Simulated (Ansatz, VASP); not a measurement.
# One calculation of ZrGe2Pd3, two programs

INCAR

```
PREC = Accurate
ENCUT = 520
EDIFF = 1E-6
ISMEAR = 0
SIGMA = 0.1
LREAL = False
LASPH = True
NELM = 150
ALGO = Normal
ISIF = 2
LWAVE = False
LCHARG = True
ISPIN = 2
MAGMOM = 1 0 0 1 1 1
LORBIT = 11
LMAXMIX = 4
GGA = PE
LELF = True
LVHAR = True
NBANDS = 48
```

KPOINTS

```
regular mesh
0
Gamma
  6 6 4
```

The input POSCAR:

```
ZrGe2Pd3
1.0
    4.3462955522      0.0000000000      0.0000000000
   -2.1731477761      3.7640023606      0.0000000000
    0.0000000000      0.0000000000      6.0461532603
Zr Ge Pd
1 2 3
Direct
    0.0000000000      0.0000000000      0.0000000000
    0.3333333333      0.6666666667      0.7480020407
    0.6666666667      0.3333333333      0.2519979593
    0.3333333333      0.6666666667      0.2987103614
    0.6666666667      0.3333333333      0.7012896386
    0.0000000000      0.0000000000      0.5000000000
```

Input for Ansatz:

```yaml
crystal:
  lattice:
    - [4.3462955522, 0.0, 0.0]
    - [-2.1731477761, 3.7640023606, 0.0]
    - [0.0, 0.0, 6.0461532603]
  atoms:
    - { symbol: Zr, position: [0.0, 0.0, 0.0], spin: 1.0 }
    - { symbol: Ge, position: [0.3333333333, 0.6666666667, 0.7480020407] }
    - { symbol: Ge, position: [0.6666666667, 0.3333333333, 0.2519979593] }
    - { symbol: Pd, position: [0.3333333333, 0.6666666667, 0.2987103614], spin: 1.0 }
    - { symbol: Pd, position: [0.6666666667, 0.3333333333, 0.7012896386], spin: 1.0 }
    - { symbol: Pd, position: [0.0, 0.0, 0.5], spin: 1.0 }
basis:
  ecutwfc: 420
kpoints:
  mp_grid: { grid: [6, 6, 4] }
hamiltonian:
  xc: pbe
scf:
  occupations: { method: gaussian, width: 0.1 }
  lower_state_search: "off"
output:
  forces: true
  stress: true
  eigenvalues: true
  populations: true
magnetization:
  spin_polarized: true
```

Change from the starting cell: species swapped into the CaMn2Te3 type (P-3m1, No. 164).

Alike in both runs: task single point; functional PBE; k mesh 6 × 6 × 4; occupations gaussian, width 0.1 eV; collinear spin.

|  | VASP | Ansatz |
| --- | --- | --- |
| version | VASP 6.6.1 | Ansatz 0.2.0 |
| potentials or method | VASP PAW PBE potentials, release 64 (Zr_sv, Ge_d, Pd), cutoff 520 eV | scalar-relativistic, plane waves, PAW |
| valence electrons in the cell | 70 | 94 |

VASP gave:

```
gap on the k mesh at the Fermi level (eV)                     : none
pressure (GPa)                                                : 0.1
traceless stress, the component that is largest in VASP (GPa) : -0.06
rms of the force components (eV/Å)                            : 0.011
net moment per atom (μB)                                      : 0.00
```

Task: Estimate Ansatz's values.

Result: gap on the k mesh at the Fermi level (eV): none; pressure (GPa): 0.1; traceless stress, the component that is largest in VASP (GPa): -0.02; rms of the force components (eV/Å): 0.010; net moment per atom (μB): 0.00.

Atom by atom the forces differ by 0.001 eV/Å (rms over components). A gap of «none» marks a metal or a gap that the smearing closes. VASP's potentials hold 70 valence electrons a cell and Ansatz's 94, so a difference there can come from the potentials and not from the codes. Ansatz's warnings: seeded moment not kept.
